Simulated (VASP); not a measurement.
Here is a VASP 6.6.1 calculation.

The input INCAR:

```
  PREC = Accurate
  ENCUT = 520
  EDIFF = 1E-6
  ISMEAR = 0
  SIGMA = 0.1
  LREAL = F
  LASPH = T
  NELM = 80
  ALGO = Normal
  ISIF = 2
  LWAVE = F
  LCHARG = F
  LDIPOL = T
  IDIPOL = 3
  DIPOL = 0.5 0.5 0.331
  GGA = PE
  NBANDS = 47
```

Contents of KPOINTS:

```
Automatic mesh
0
Gamma
  6 6 1
```

The input POSCAR:

```
Ti3H
1.0
    4.6039800811      0.0000000000      0.0000000000
   -2.3019900405      3.9871637087      0.0000000000
    0.0000000000      0.0000000000     22.4969948581
Ti H
6 2
Direct
    0.6666666667      0.3333333333      0.1778015253
    0.3333333333      0.6666666667      0.2195752601
    0.0000000000      0.0000000000      0.2613489950
    0.6666666667      0.3333333333      0.2980583739
    0.3333333333      0.6666666667      0.3304600279
    0.0000000000      0.0000000000      0.3776946615
    0.2757109188      0.7242890812      0.4932656529
    0.3909557479      0.6090442521      0.4932656529
```

Potentials or basis: VASP PAW PBE potentials, release 64 (Ti_sv, H).

The run is started by

```bash
$ cat potpaw_PBE.64/Ti_sv/POTCAR potpaw_PBE.64/H/POTCAR > POTCAR
$ mpirun -np 1 vasp_std > vasp.out
```

Predict the largest force.

3.391 eV/Å.

Predict the band gap on the k mesh.

zero (band 37 reaches -0.13 eV, above the bottom of band 38 at -0.37 eV).

Forces on the atoms (eV/Å):
```
Ti   0.004 -0.002  0.137
Ti  -0.004  0.002  0.502
Ti  -0.004  0.002 -0.527
Ti   0.000  0.000 -0.010
Ti   0.001 -0.001 -0.020
Ti  -0.027  0.015 -0.169
H    2.936 -1.695  0.045
H   -2.907  1.678  0.041
```
